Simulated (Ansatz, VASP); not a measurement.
# Two plane-wave programs on TaSi2

The input INCAR:

```
SYSTEM = TaSi2
ALGO     = Normal         ! electronic algorithm
EDIFF    = 1E-7           ! SCF threshold, eV
ENCUT    = 520            ! plane-wave cutoff, eV
GGA      = PS             ! functional
ISIF     = 2              ! what is computed and relaxed
ISMEAR   = 0              ! smearing method
LASPH    = .True.         ! aspherical terms in the spheres
LCHARG   = .False.        ! write CHGCAR
LREAL    = .False.        ! projectors in reciprocal space
LWAVE    = .False.        ! write WAVECAR
NBANDS   = 38             ! bands
NELM     = 80             ! most SCF steps
PREC     = Accurate       ! precision mode
SIGMA    = 0.15           ! smearing width, eV
```

KPOINTS

```
k-points
0
Gamma
  12 12 6
  0 0 0
```

File POSCAR:

```
TaSi2
1.0
    4.7609902391      0.0000000000      0.0000000000
   -2.3804951195      4.1231384942      0.0000000000
    0.0000000000      0.0000000000      6.5561430408
Ta Si
3 6
Direct
    0.5054570081      0.0109140161      0.0000000000
    0.5054570081      0.4945429919      0.6666666667
   -0.0109140161      0.4945429919      0.3333333333
    0.1634150643      0.3268301286      0.0000000000
    0.8448495566      0.1551504434      0.6666666667
    0.6731698714      0.8365849357      0.3333333333
    0.8448495566      0.6896991133      0.0000000000
    0.1634150643      0.8365849357      0.6666666667
    0.3103008867      0.1551504434      0.3333333333
```

Input for Ansatz:

```yaml
crystal:
  lattice:
    - [4.7609902391, 0.0, 0.0]
    - [-2.3804951195, 4.1231384942, 0.0]
    - [0.0, 0.0, 6.5561430408]
  atoms:
    - { symbol: Ta, position: [0.5054570081, 0.0109140161, 0.0] }
    - { symbol: Ta, position: [0.5054570081, 0.4945429919, 0.6666666667] }
    - { symbol: Ta, position: [-0.0109140161, 0.4945429919, 0.3333333333] }
    - { symbol: Si, position: [0.1634150643, 0.3268301286, 0.0] }
    - { symbol: Si, position: [0.8448495566, 0.1551504434, 0.6666666667] }
    - { symbol: Si, position: [0.6731698714, 0.8365849357, 0.3333333333] }
    - { symbol: Si, position: [0.8448495566, 0.6896991133, 0.0] }
    - { symbol: Si, position: [0.1634150643, 0.8365849357, 0.6666666667] }
    - { symbol: Si, position: [0.3103008867, 0.1551504434, 0.3333333333] }
basis:
  ecutwfc: 420
kpoints:
  mp_grid: { grid: [12, 12, 6] }
hamiltonian:
  xc: pbesol
scf:
  occupations: { method: gaussian, width: 0.15 }
output:
  forces: true
  stress: true
  eigenvalues: true
```

Change from the starting cell: mode 4 (106.9 1/cm) frozen in, largest displacement +0.045 Å.

Alike in both runs: task single point; functional PBEsol; k mesh 12 × 12 × 6; occupations gaussian, width 0.15 eV; no spin polarisation.

```csv
,VASP,Ansatz
version,VASP 6.6.1,Ansatz 0.2.0
potentials or method,"VASP PAW PBE potentials, release 64 (Ta_pv, Si), cutoff 520 eV","scalar-relativistic, plane waves, PAW"
valence electrons in the cell,57,63
```

```csv
,VASP,Ansatz,Ansatz less VASP
gap on the k mesh at the Fermi level (eV),none,none,-
pressure (GPa),0.4,0.0,-0.32
"traceless stress, the component that is largest in VASP (GPa)",0.10,0.04,-0.062
rms of the force components (eV/Å),0.116,0.116,-0.0001
```

VASP's potentials were made for PBE, not for PBEsol. Atom by atom the forces differ by 0.001 eV/Å (rms over components). A gap of «none» marks a metal or a gap that the smearing closes. VASP's potentials hold 57 valence electrons a cell and Ansatz's 63, so a difference there can come from the potentials and not from the codes.

Neither program's run includes spin-orbit coupling.
